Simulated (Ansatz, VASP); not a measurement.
## C: VASP beside Ansatz

INCAR

```
SYSTEM = C
  PREC = Accurate
  ENCUT = 520
  EDIFF = 1E-6
  ISMEAR = 0
  SIGMA = 0.05
  LREAL = .False.
  LASPH = .True.
  NELM = 100
  ALGO = Normal
  ISIF = 2
  LWAVE = .False.
  LCHARG = .False.
  GGA = PE
  IVDW = 12
  NBANDS = 11
```

Contents of KPOINTS:

```
regular mesh
0
Gamma
  15 15 15
  0 0 0
```

Contents of POSCAR:

```
C
1.0
    1.2324809262      0.7115731945      3.3609366220
   -1.2324809262      0.7115731945      3.3609366220
    0.0000000000     -1.4231463891      3.3609366220
C
2
Direct
    0.1736223019      0.1736223019      0.1525422498
    0.8263776981      0.8263776981      0.8474577502
```

Input for Ansatz:

```yaml
crystal:
  lattice:
    - [1.2324809262, 0.7115731945, 3.360936622]
    - [-1.2324809262, 0.7115731945, 3.360936622]
    - [0.0, -1.4231463891, 3.360936622]
  atoms:
    - { symbol: C, position: [0.1736223019, 0.1736223019, 0.1525422498] }
    - { symbol: C, position: [0.8263776981, 0.8263776981, 0.8474577502] }
basis:
  ecutwfc: 520.0
kpoints:
  mp_grid: { grid: [15, 15, 15] }
hamiltonian:
  xc: pbe
  pseudopotentials: { kind: paw, azcp: { folder: soft_1 } }
  dispersion: d3bj
scf:
  occupations: { method: gaussian, width: 0.05 }
output:
  forces: true
  stress: true
  eigenvalues: true
```

Change from the starting cell: mode 4 frozen in at +0.000 Å and mode 6 at +0.030 Å (largest displacements).

Alike in both runs: task single point; functional PBE; dispersion D3(BJ); k mesh 15 × 15 × 15; occupations gaussian, width 0.05 eV; no spin polarisation.

```csv
,VASP,Ansatz
version,VASP 6.6.1,Ansatz 0.2.0
potentials or method,"VASP PAW PBE potentials, release 64 (C), cutoff 520 eV","scalar-relativistic, plane waves, PAW"
valence electrons in the cell,8,8
```

```csv
,VASP,Ansatz,Ansatz less VASP
gap on the k mesh at the Fermi level (eV),0.14,0.14,+0.001
least direct gap on the mesh (eV),0.14,0.14,+0.001
pressure (GPa),2.0,1.6,-0.42
"traceless stress, the component that is largest in VASP (GPa)",6.77,6.41,-0.364
rms of the force components (eV/Å),1.722,1.720,-0.0027
```

Atom by atom the forces differ by 0.003 eV/Å (rms over components).
